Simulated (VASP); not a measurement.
A run of VASP 6.6.1:

Contents of INCAR:

```
  PREC = Accurate
  ENCUT = 520
  EDIFF = 1E-7
  ISMEAR = 0
  SIGMA = 0.1
  LREAL = False
  LASPH = True
  NELM = 150
  ALGO = Normal
  ISIF = 2
  LWAVE = False
  LCHARG = True
  ISPIN = 2
  MAGMOM = 0 0 0 1 1
  LORBIT = 11
  GGA = PE
  LELF = True
  LVHAR = True
  NBANDS = 20
```

File KPOINTS:

```
regular mesh
0
Gamma
  6 6 4
```

Contents of POSCAR:

```
Al3C2
1.0
    3.0776675006      0.0000000000      0.0000000000
    0.0000000000      3.0776675006      0.0000000000
    0.0000000000      0.0000000000      5.6919538196
Al C
3 2
Direct
    0.0000000000      0.5000000000      0.3572793014
    0.5000000000      0.0000000000      0.6427206986
    0.5000000000      0.5000000000      0.0000000000
    0.5000000000      0.0000000000      0.2734851848
    0.0000000000      0.5000000000      0.7265148152
```

Potentials or basis: VASP PAW PBE potentials, release 64 (Al, C).

Run with:

```console
$ cat potpaw_PBE.64/Al/POTCAR potpaw_PBE.64/C/POTCAR > POTCAR
$ mpirun -np 1 vasp_std > vasp.out
```

Hardware: 1 thread of Intel(R) Xeon(R) 6975P-C (Granite Rapids) (shared host).

Q: Estimate the wall time of this run.

A: It took 21 s on 1 thread of Intel(R) Xeon(R) 6975P-C (Granite Rapids), with other jobs on the host, peak memory 0.19 GiB. Counts: scf iterations 16, k points 30.
